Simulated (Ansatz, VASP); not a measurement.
**Pd2PtSe6 in VASP and in Ansatz**

```
CELL_PARAMETERS angstrom
3.79656 0.00000 0.00000
-1.89828 3.28791 0.00000
0.00000 0.00000 15.18707
ATOMIC_POSITIONS crystal
Pd 0.00000 0.00000 0.33692
Pd 0.00000 0.00000 0.66308
Pt 0.00000 0.00000 0.00000
Se 0.33333 0.66667 0.08488
Se 0.33333 0.66667 0.42201
Se 0.33333 0.66667 0.74759
Se 0.66667 0.33333 0.25241
Se 0.66667 0.33333 0.57800
Se 0.66667 0.33333 0.91512
```

Alike in both runs: task single point; functional PBE; k mesh 6 × 6 × 1; occupations gaussian, width 0.1 eV; no spin polarisation.

|  | VASP | Ansatz |
| --- | --- | --- |
| version | VASP 6.6.1 | Ansatz 0.2.0 |
| potentials or method | VASP PAW PBE potentials, release 64 (Pd, Pt, Se), cutoff 520 eV | scalar-relativistic, plane waves, PAW |
| valence electrons in the cell | 66 | 150 |

```tsv
	VASP	Ansatz	Ansatz less VASP
gap on the k mesh at the Fermi level (eV)	none	none	-
pressure (GPa)	0.1	0.1	+0.01
traceless stress, the component that is largest in VASP (GPa)	0.31	0.33	+0.022
rms of the force components (eV/Å)	0.012	0.008	-0.0037
```

Atom by atom the forces differ by 0.004 eV/Å (rms over components). A gap of «none» marks a metal or a gap that the smearing closes. VASP's potentials hold 66 valence electrons a cell and Ansatz's 150, so a difference there can come from the potentials and not from the codes.

The k mesh is coarse, so the values compare programs but aren't converged. Spin-orbit coupling is off throughout.
